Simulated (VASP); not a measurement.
# Si: single point with LDA

Crystal: Si.

```xyz
1
Lattice="2.6085 0.0000 0.0000 -1.3042 2.2590 0.0000 0.0000 0.0000 2.4708" Properties=species:S:1:pos:R:3 pbc="T T T"
Si    0.0000    0.0000    0.0000
```

This isn't the form of Si at room conditions, which is diamond.

```json
{
 "Program": "VASP 6.6.1",
 "Task": "single point",
 "Functional": "LDA",
 "Potentials or basis": "VASP PAW LDA potentials, release 64 (Si)",
 "Cutoff": "520 eV",
 "k mesh": "24 × 24 × 24",
 "Occupations": "gaussian, width 0.15 eV",
 "Spin": "no spin polarisation",
 "Dipole correction": "no",
 "Further INCAR settings": "ALGO = Normal; EDIFF = 1e-06; NBANDS = 8"
}
```

| Item | Value |
| --- | --- |
| Pressure | 0.1 GPa |
| Band gap on the k mesh | zero (bands 2 and 3 overlap by 12.05 eV) |

Stress tensor (GPa, compression positive):
```
 0.95  0.00  0.00
 0.00  0.95  0.00
 0.00  0.00 -1.56
```

Levels at points of the mesh, in eV from the Fermi level:
| k point | band 1 | band 2 | band 3 | band 4 | band 5 | band 6 | band 7 |
| --- | --- | --- | --- | --- | --- | --- | --- |
| (0.00, 0.00, 0.00) | -14.19 | 7.45 | 7.76 | 10.40 | 10.40 | 12.32 | 12.32 |
| (0.50, 0.00, 0.00) | -7.62 | -6.84 | 5.19 | 6.57 | 12.63 | 14.97 | 16.91 |
| (0.00, 0.00, 0.50) | -9.35 | -7.26 | 13.89 | 13.89 | 14.99 | 14.99 | 16.62 |
| (0.50, 0.00, 0.50) | -3.03 | -2.10 | -1.97 | 1.44 | 8.76 | 12.39 | 12.50 |

It took 20 s on 1 thread of Intel(R) Xeon(R) 6975P-C (Granite Rapids), on a shared host, peak memory 0.17 GiB.
